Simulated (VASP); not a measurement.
Here is a VASP 6.6.1 calculation.

The input POSCAR:

```
Ir
1.0
    1.9220887788      1.9220887788      0.0000000000
   -1.9220887788      1.9220887788      0.0000000000
    0.0000000000      0.0000000000      3.8441775576
Ir
2
Direct
    0.0000000000      0.0000000000      0.0000000000
    0.5000000000      0.5000000000      0.5000000000
```

INCAR.step1

```
  PREC = Accurate
  ENCUT = 520
  ISMEAR = 0
  SIGMA = 0.1
  LREAL = F
  LASPH = T
  NELM = 100
  NBANDS = 16
  GGA = PE
  ALGO = Normal
  EDIFF = 1E-4
  LWAVE = T
  LCHARG = F
```

The input INCAR.step2:

```
  PREC = Accurate
  ENCUT = 520
  EDIFF = 1E-6
  ISMEAR = 0
  SIGMA = 0.1
  LREAL = F
  LASPH = T
  NELM = 100
  ALGO = Normal
  ISIF = 2
  LWAVE = F
  LCHARG = F
  METAGGA = R2SCAN
  LMIXTAU = T
  NBANDS = 16
  ISTART = 1
```

The input KPOINTS:

```
Automatic mesh
0
Gamma
  20 20 14
```

Potentials or basis: VASP PAW PBE potentials, release 64 (Ir).

Command:

```console
$ cat potpaw_PBE.64/Ir/POTCAR > POTCAR
$ cp INCAR.step1 INCAR
$ mpirun -np 1 vasp_std > vasp.out
$ cp INCAR.step2 INCAR
$ mpirun -np 1 vasp_std > vasp.out
```

Problem. Predict the pressure.

Solution. 2.5 GPa.

Problem. What does it give for the band gap on the k mesh?

Solution. Zero (bands 9 and 10 overlap by 3.46 eV).

Caveat: the PAW data sets were made with another functional, which shifts forces and pressure a little; spin-orbit coupling is left out, which moves the levels of the heavy elements.
